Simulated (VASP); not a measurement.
# AlNi (Cmmm) in VASP: notebook

The runs below take AlNi through single point, relaxation of cell and atoms, with PBE, LDA.

All numbers are computed with VASP 6.6.1; they aren't measurements. Logs are shortened: lines on timing, memory, paths and dates and some standing lists are left out, and cuts for length are marked.

**1. The cell of the first run**

It takes space group Cmmm (No. 65, orthorhombic). The conventional cell has a = 3.877 Å, b = 3.906 Å, c = 3.099 Å, α = 90.00°, β = 90.00°, γ = 90.00°. Within 3.3 Å of Al (site symmetry mmm) lie 8 Ni at 2.48 to 2.49 Å and 6 Al at 2.75 to 3.10 Å. Ni (site symmetry mmm) has 8 Al at 2.48 to 2.49 Å and 6 Ni at 2.75 to 3.10 Å within 3.3 Å.

**2. Single point, PBE, collinear spin, ferromagnetic start**

INCAR reads:

```
PREC = Accurate
ENCUT = 520
EDIFF = 1E-7
ISMEAR = 0
SIGMA = 0.1
LREAL = False
LASPH = True
NELM = 150
ALGO = Normal
ISIF = 2
LWAVE = False
LCHARG = False
ISPIN = 2
MAGMOM = 0 2
LORBIT = 11
LMAXMIX = 4
GGA = PE
NBANDS = 18
```

KPOINTS reads:

```
Automatic mesh
0
Gamma
  6 6 6
```

POSCAR reads:

```
AlNi
1.0
    1.9386940000     -1.9531901500      0.0000000000
    1.9386940000      1.9531901500      0.0000000000
    0.0000000000      0.0000000000      3.0994300413
Al Ni
1 1
Direct
    0.0000000000      0.0000000000      0.0000000000
    0.5000000000      0.5000000000      0.5000000000
```

Potentials or basis: VASP PAW PBE potentials, release 64 (Al, Ni).

On the command line:

```sh
$ cat potpaw_PBE.64/Al/POTCAR potpaw_PBE.64/Ni/POTCAR > POTCAR
$ mpirun -np 1 vasp_std > vasp.out
```

OUTCAR:

```text
PREC = Accurate
   ENCUT = 520
   EDIFF = 1E-7
   ISMEAR = 0
   LREAL = False
   LASPH = True
   NELM = 150
   ISIF = 2
   ISPIN = 2
   LORBIT = 11
   GGA = PE

 ion  position               nearest neighbor table
   1  0.000  0.000  0.000-   2 2.48   2 2.48   2 2.48   2 2.48   2 2.49   2 2.49   2 2.49   2 2.49

   2  0.500  0.500  0.500-   1 2.48   1 2.48   1 2.48   1 2.48   1 2.49   1 2.49   1 2.49   1 2.49

  LATTYP: Found a base centered orthorhombic cell.
 ALAT       =     3.8773880000
 B/A-ratio  =     1.0074772759
 C/A-ratio  =     0.7993603017

  Lattice vectors:

 A1 = (   1.9386940000,  -1.9531901500,   0.0000000000)
 A2 = (   1.9386940000,   1.9531901500,   0.0000000000)
 A3 = (   0.0000000000,   0.0000000000,   3.0994300413)

Analysis of symmetry for initial positions (statically):
=====================================================================
 Subroutine PRICEL returns:
 Original cell was already a primitive cell.

 Routine SETGRP: Setting up the symmetry group for a
 base centered orthorhombic supercell.

 Subroutine GETGRP returns: Found  8 space group operations
 (whereof  8 operations were pure point group operations)
 out of a pool of  8 trial point group operations.

The static configuration has the point symmetry D_2h.

Analysis of symmetry for dynamics (positions and initial velocities):
=====================================================================
 Subroutine PRICEL returns:
 Original cell was already a primitive cell.

 Routine SETGRP: Setting up the symmetry group for a
 base centered orthorhombic supercell.

 Subroutine GETGRP returns: Found  8 space group operations
 (whereof  8 operations were pure point group operations)
 out of a pool of  8 trial point group operations.

The dynamic configuration has the point symmetry D_2h.

Analysis of structural, dynamic, and magnetic symmetry:
=====================================================================
 Subroutine PRICEL returns:
 Original cell was already a primitive cell.

 Routine SETGRP: Setting up the symmetry group for a
 base centered orthorhombic supercell.

 Subroutine GETGRP returns: Found  8 space group operations
 (whereof  8 operations were pure point group operations)
 out of a pool of  8 trial point group operations.

The overall configuration has the point symmetry D_2h.

 Subroutine INISYM returns: Found  8 space group operations
 (whereof  8 operations are pure point group operations),
 and found     1 'primitive' translations

----------------------------------------------------------------------------------------

                                     Primitive cell

  volume of cell :      23.4728

  direct lattice vectors                    reciprocal lattice vectors
     1.938694000 -1.953190150  0.000000000     0.257905580 -0.255991461  0.000000000
     1.938694000  1.953190150  0.000000000     0.257905580  0.255991461  0.000000000
     0.000000000  0.000000000  3.099430041     0.000000000  0.000000000  0.322639965

  length of vectors
     2.751996764  2.751996764  3.099430041     0.363382603  0.363382603  0.322639965

  position of ions in fractional coordinates (direct lattice)
     0.000000000  0.000000000  0.000000000
     0.500000000  0.500000000  0.500000000

  ion indices of the primitive-cell ions
   primitive index   ion index
                 1           1
                 2           2

----------------------------------------------------------------------------------------

 KPOINTS: Automatic mesh

Automatic generation of k-mesh.
 Grid dimensions read from file:
 generate k-points for:    6    6    6

 Generating k-lattice:

  Cartesian coordinates                     Fractional coordinates (reciprocal lattice)
     0.042984263 -0.042665243  0.000000000     0.166666667  0.000000000  0.000000000
     0.042984263  0.042665243  0.000000000     0.000000000  0.166666667  0.000000000
     0.000000000  0.000000000  0.053773327     0.000000000  0.000000000  0.166666667

  Length of vectors
     0.060563767  0.060563767  0.053773327

  Shift w.r.t. Gamma in fractional coordinates (k-lattice)
     0.000000000  0.000000000  0.000000000

 Subroutine IBZKPT returns following result:
 ===========================================

 Found     52 irreducible k-points:

 Following reciprocal coordinates:
            Coordinates               Weight
  0.000000  0.000000  0.000000      1.000000
  0.166667  0.000000  0.000000      4.000000
  0.333333  0.000000  0.000000      4.000000
  0.500000  0.000000  0.000000      2.000000
  0.166667  0.166667  0.000000      2.000000
  0.333333  0.166667  0.000000      4.000000
[... 16 lines left out ...]
  0.333333  0.333333  0.166667      4.000000
  0.500000  0.333333  0.166667      8.000000
 [... further k-points ...]
   k-points           NKPTS =     52   k-points in BZ     NKDIM =     52   number of bands    NBANDS=     18
   number of dos      NEDOS =    301   number of ions     NIONS =      2
   total plane-waves  NPLWV =   9600
   dimension x,y,z NGX =    20 NGY =   20 NGZ =   24
   dimension x,y,z NGXF=    40 NGYF=   40 NGZF=   48
   ions per type =               1   1
   NGX,Y,Z   is equivalent  to a cutoff of  12.08, 12.08, 12.87 a.u.
   NGXF,Y,Z  is equivalent  to a cutoff of  24.16, 24.16, 25.75 a.u.
 SYSTEM =  unknown system
   PREC   = accura    normal or accurate (medium, high low for compatibility)
   ISTART =      0    job   : 0-new  1-cont  2-samecut
   ICHARG =      2    charge: 1-file 2-atom 10-const
   ISPIN  =      2    spin polarized calculation?
   LNONCOLLINEAR =      F non collinear calculations
   LSORBIT =      F    spin-orbit coupling
   LASPH  =      T    aspherical Exc in radial PAW
   ENCUT  =  520.0 eV  38.22 Ry    6.18 a.u.   5.12  5.12  5.76*2*pi/ulx,y,z
   NELM   =    150;   NELMIN=  2; NELMDL= -5     # of ELM steps
   EDIFF  = 0.1E-06   stopping-criterion for ELM
   LREAL  =      F    real-space projection
   EDIFFG = 0.1E-05   stopping-criterion for IOM
   NSW    =      0    number of steps for IOM
   IBRION =     -1    ionic relax: 0-MD 1-quasi-New 2-CG
   NFREE  =      0    steps in history (QN), initial steepest desc. (CG)
   ISIF   =      2    stress and relaxation
   ISYM   =      2    0-nonsym 1-usesym 2-fastsym
   POTIM  = 0.5000    time-step for ionic-motion
   TEBEG  =    0.0;   TEEND  =   0.0 temperature during run
   PSTRESS=    0.0 pullay stress
   NELECT =      13.0000    total number of electrons
   NUPDOWN=      -1.0000    fix difference up-down
   EMIN   =  10.00;   EMAX   =-10.00  energy-range for DOS
   EFERMI =   0.00;   METHOD = LEGACY
   ISMEAR =     0;   SIGMA  =   0.10  broadening in eV -4-tet -1-fermi 0-gaus
   EFERMI_NEDOS =   21; number of points for ismear=-14 and -15
   IALGO  =     38    algorithm
   IMIX   =      4    mixing-type and parameters
     AMIX     =   0.40;   BMIX     =  1.00
     AMIX_MAG =   1.60;   BMIX_MAG =  1.00
  volume/ion in A,a.u.               =      11.74        79.20
  Fermi-wavevector in a.u.,A,eV,Ry     =   1.344417  2.540580 24.591955  1.807458
  Thomas-Fermi vector in A             =   2.472413
   LORBIT       =     11    0 simple, 1 ext, 2 COOP (PROOUT), +10 PAW based schemes
   GGA     = PE    functional components
   LHFCALC =     F    Hartree Fock is set to
   AEXX    =    0.0000 exact exchange contribution
   IVDW    =     0    specifies the selected vdW correction
   LEPSILON=     F    determine dielectric tensor
   LRPA    =     F    only Hartree local field effects (RPA)
 spin polarized calculation
 Gauss-broadening in eV      SIGMA  =   0.10
  energy-cutoff  :      520.00
  volume of cell :       23.47
 maximum number of plane-waves:       646
   NGX = 11   NGY = 11   NGZ = 11

 number of electron      13.0000021 magnetization      -0.0000067

 number of electron      13.0000021 magnetization       0.0000703

 Free energy of the ion-electron system (eV)
  ---------------------------------------------------
  ext. energy  EPLUGINS =         0.00000000
  ---------------------------------------------------
  free energy    TOTEN  =       -10.49146907 eV

  energy without entropy =      -10.48720731  energy(sigma->0) =      -10.48933819

 E-fermi :  10.4417     XC(G=0): -12.1379

 val. band max:       10.1576677806   @ k =   0.5000   0.3333   0.3333
 cond. band min:      10.4829399547   @ k =   0.3333   0.1667   0.3333
 fundamental gap:      0.3252721741
 Fermi energy:        10.4416943311

 spin component 1

 k-point     1 :       0.0000    0.0000    0.0000
  band No.  band energies     occupation
      1      -1.0142      1.00000
      2       6.8638      1.00000
      3       6.9927      1.00000
      4       8.6244      1.00000
      5       8.6421      1.00000
      6       8.9074      1.00000
[... 10 lines left out ...]
     17      33.7039      0.00000
     18      33.7076      0.00000
[... 463 lines left out ...]
 k-point    24 :       0.5000    0.3333    0.1667
  band No.  band energies     occupation
      1       4.9970      1.00000
      2       5.8350      1.00000
      3       7.0376      1.00000
      4       7.8107      1.00000
      5       8.3231      1.00000
      6       8.8718      1.00000
[... 10 lines left out ...]
     17      35.8760      0.00000
     18      36.8428      0.00000

 [... further k-points ...]

 spin component 2

 k-point     1 :       0.0000    0.0000    0.0000
  band No.  band energies     occupation
      1      -1.0142      1.00000
      2       6.8639      1.00000
      3       6.9927      1.00000
      4       8.6244      1.00000
      5       8.6421      1.00000
      6       8.9074      1.00000
[... 10 lines left out ...]
     17      33.7038      0.00000
     18      33.7075      0.00000
[... 463 lines left out ...]
 k-point    24 :       0.5000    0.3333    0.1667
  band No.  band energies     occupation
      1       4.9970      1.00000
      2       5.8351      1.00000
      3       7.0376      1.00000
      4       7.8108      1.00000
      5       8.3232      1.00000
      6       8.8718      1.00000
[... 10 lines left out ...]
     17      35.8760      0.00000
     18      36.8428      0.00000

 [... further k-points ...]

------------------------ aborting loop because EDIFF is reached ----------------------------------------

  FORCE on cell =-STRESS in cart. coord.  units (eV):
  Direction    XX          YY          ZZ          XY          YZ          ZX
  --------------------------------------------------------------------------------------
  -------------------------------------------------------------------------------------
  Total        1.1831074      0.9125831      0.4337142     -0.0000000      0.0000000      0.0000000
  in kB       80.7549438     62.2898617     29.6038778     -0.0000000      0.0000000      0.0000000
  external PRESSURE =      57.5495611 kB  Pullay stress =       0.0000000 kB

 VOLUME and BASIS-vectors are now :
 -----------------------------------------------------------------------------
  energy-cutoff  :      520.00
  volume of cell :       23.47
      direct lattice vectors                 reciprocal lattice vectors
     1.938694000 -1.953190150  0.000000000     0.257905580 -0.255991461  0.000000000
     1.938694000  1.953190150  0.000000000     0.257905580  0.255991461  0.000000000
     0.000000000  0.000000000  3.099430041     0.000000000  0.000000000  0.322639965

 POSITION                                       TOTAL-FORCE (eV/Angst)
 -----------------------------------------------------------------------------------
      0.00000      0.00000      0.00000        -0.000000     -0.000000      0.000000
      1.93869      0.00000      1.54972         0.000000      0.000000      0.000000
 -----------------------------------------------------------------------------------
    total drift:                                0.000000      0.000000      0.000000

  FREE ENERGIE OF THE ION-ELECTRON SYSTEM (eV)
  ---------------------------------------------------
  free  energy   TOTEN  =       -10.4914690729 eV

  energy  without entropy=      -10.4872073064  energy(sigma->0) =      -10.48933819

 total charge

# of ion       s       p       d       tot
------------------------------------------
    1        0.389   0.423   0.000   0.811
    2        0.484   0.535   8.476   9.495
--------------------------------------------------
tot          0.873   0.958   8.476  10.306

 magnetization (x)

# of ion       s       p       d       tot
------------------------------------------
    1       -0.000  -0.000   0.000  -0.000
    2        0.000   0.000   0.000   0.000
--------------------------------------------------
tot         -0.000   0.000   0.000   0.000
```

Run time: 21 s. Hardware: 1 thread of Intel Xeon 6975P-C (Granite Rapids), shared host; peak memory 0.16 GiB.

Results:

* Free energy: -10.4915 eV
* Pressure: 5.8 GPa
* Net moment: 0.00 μB per cell
* Valence electrons inside the program's atomic spheres: Al 0.81; Ni 9.49

Caveat: the k points lie up to 0.38 Å⁻¹ apart.

**3. Single point, PBE**

INCAR reads:

```
  PREC = Accurate
  ENCUT = 520
  EDIFF = 1E-6
  ISMEAR = 0
  SIGMA = 0.1
  LREAL = False
  LASPH = True
  NELM = 80
  ALGO = Fast
  ISIF = 2
  LWAVE = False
  LCHARG = True
  GGA = PE
  LELF = True
  LVHAR = True
  NBANDS = 14
```

KPOINTS reads:

```
regular mesh
0
Gamma
  16 16 14
```

POSCAR is that of step 2.

Potentials or basis: VASP PAW PBE potentials, release 64 (Al, Ni).

On the command line:

```sh
$ cat potpaw_PBE.64/Al/POTCAR potpaw_PBE.64/Ni/POTCAR > POTCAR
$ mpirun -np 1 vasp_std > vasp.out
```

OUTCAR:

```text
PREC = Accurate
   ENCUT = 520
   EDIFF = 1E-6
   ISMEAR = 0
   LREAL = False
   LASPH = True
   NELM = 80
   ISIF = 2
   GGA = PE

 ion  position               nearest neighbor table
   1  0.000  0.000  0.000-   2 2.48   2 2.48   2 2.48   2 2.48   2 2.49   2 2.49   2 2.49   2 2.49

   2  0.500  0.500  0.500-   1 2.48   1 2.48   1 2.48   1 2.48   1 2.49   1 2.49   1 2.49   1 2.49

  LATTYP: Found a base centered orthorhombic cell.
 ALAT       =     3.8773880000
 B/A-ratio  =     1.0074772759
 C/A-ratio  =     0.7993603017

  Lattice vectors:

 A1 = (   1.9386940000,  -1.9531901500,   0.0000000000)
 A2 = (   1.9386940000,   1.9531901500,   0.0000000000)
 A3 = (   0.0000000000,   0.0000000000,   3.0994300413)

Analysis of symmetry for initial positions (statically):
=====================================================================
 Subroutine PRICEL returns:
 Original cell was already a primitive cell.

 Routine SETGRP: Setting up the symmetry group for a
 base centered orthorhombic supercell.

 Subroutine GETGRP returns: Found  8 space group operations
 (whereof  8 operations were pure point group operations)
 out of a pool of  8 trial point group operations.

The static configuration has the point symmetry D_2h.

Analysis of symmetry for dynamics (positions and initial velocities):
=====================================================================
 Subroutine PRICEL returns:
 Original cell was already a primitive cell.

 Routine SETGRP: Setting up the symmetry group for a
 base centered orthorhombic supercell.

 Subroutine GETGRP returns: Found  8 space group operations
 (whereof  8 operations were pure point group operations)
 out of a pool of  8 trial point group operations.

The dynamic configuration has the point symmetry D_2h.

 Subroutine INISYM returns: Found  8 space group operations
 (whereof  8 operations are pure point group operations),
 and found     1 'primitive' translations

----------------------------------------------------------------------------------------
[... 118 lines left out ...]
   GGA     = PE    functional components
   LHFCALC =     F    Hartree Fock is set to
   AEXX    =    0.0000 exact exchange contribution
   IVDW    =     0    specifies the selected vdW correction
   LEPSILON=     F    determine dielectric tensor
   LRPA    =     F    only Hartree local field effects (RPA)
 non-spin polarized calculation
 RMM-DIIS sequential band-by-band and
 Gauss-broadening in eV      SIGMA  =   0.10
  energy-cutoff  :      520.00
  volume of cell :       23.47
 maximum number of plane-waves:       646
   NGX = 11   NGY = 11   NGZ = 11

 number of electron      13.0000022 magnetization

 Free energy of the ion-electron system (eV)
  ---------------------------------------------------
  ext. energy  EPLUGINS =         0.00000000
  ---------------------------------------------------
  free energy    TOTEN  =       -10.48434737 eV

  energy without entropy =      -10.47932295  energy(sigma->0) =      -10.48183516

 E-fermi :  10.2812     XC(G=0): -12.1382

 val. band max:       10.2792574595   @ k =   0.2500   0.0000   0.2857
 cond. band min:      10.2827758291   @ k =  -0.3750   0.1250   0.0000
 fundamental gap:      0.0035183696
 Fermi energy:        10.2812152561

 k-point     1 :       0.0000    0.0000    0.0000
  band No.  band energies     occupation
      1      -1.0138      2.00000
      2       6.8486      2.00000
      3       6.9984      2.00000
      4       8.6100      2.00000
      5       8.6296      2.00000
      6       8.9114      2.00000
      7      13.2119      0.00000
      8      17.3189      0.00000
      9      17.3623      0.00000
     10      17.4362      0.00000
     11      18.9179      0.00000
     12      24.9071      0.00000
     13      30.7106      0.00000
     14      30.7194      0.00000
[... 377 lines left out ...]
      1      -0.8577      2.00000
      2       6.8906      2.00000
      3       7.0165      2.00000
      4       8.5545      2.00000
      5       8.5804      2.00000
      6       8.8462      2.00000
      7      13.4548      0.00000
      8      16.0398      0.00000
      9      16.5684      0.00000
     10      17.8786      0.00000
     11      20.4477      0.00000
     12      25.5822      0.00000
     13      29.4638      0.00000
     14      29.7436      0.00000

 [... further k-points ...]
[... 5 lines left out ...]
  --------------------------------------------------------------------------------------
  -------------------------------------------------------------------------------------
  Total        1.3154228      1.0875269      0.2104533     -0.0000000      0.0000000      0.0000000
  in kB       89.7863483     74.2309394     14.3648336     -0.0000000      0.0000000      0.0000000
  external PRESSURE =      59.4607071 kB  Pullay stress =       0.0000000 kB

 VOLUME and BASIS-vectors are now :
 -----------------------------------------------------------------------------
  energy-cutoff  :      520.00
  volume of cell :       23.47
      direct lattice vectors                 reciprocal lattice vectors
     1.938694000 -1.953190150  0.000000000     0.257905580 -0.255991461  0.000000000
     1.938694000  1.953190150  0.000000000     0.257905580  0.255991461  0.000000000
     0.000000000  0.000000000  3.099430041     0.000000000  0.000000000  0.322639965

 POSITION                                       TOTAL-FORCE (eV/Angst)
 -----------------------------------------------------------------------------------
      0.00000      0.00000      0.00000        -0.000000     -0.000000      0.000000
      1.93869      0.00000      1.54972         0.000000      0.000000      0.000000
 -----------------------------------------------------------------------------------
    total drift:                                0.000000      0.000000      0.000000

  FREE ENERGIE OF THE ION-ELECTRON SYSTEM (eV)
  ---------------------------------------------------
  free  energy   TOTEN  =       -10.4843473725 eV

  energy  without entropy=      -10.4793229474  energy(sigma->0) =      -10.48183516
```

Run time: 64 s. Hardware: 1 thread of Intel Xeon 6975P-C (Granite Rapids), shared host; peak memory 0.29 GiB.

Results:

```
Free energy            : -10.4843 eV
Pressure               : 5.9 GPa
Band gap on the k mesh : zero (an odd number of electrons rules out a gap without spin polarisation)
```

Caveat: the cell stands under pressure. Spin polarisation is off, so any magnetic state and its effect on volume and gap are missing.

(Part 1 of 2 ends here.)
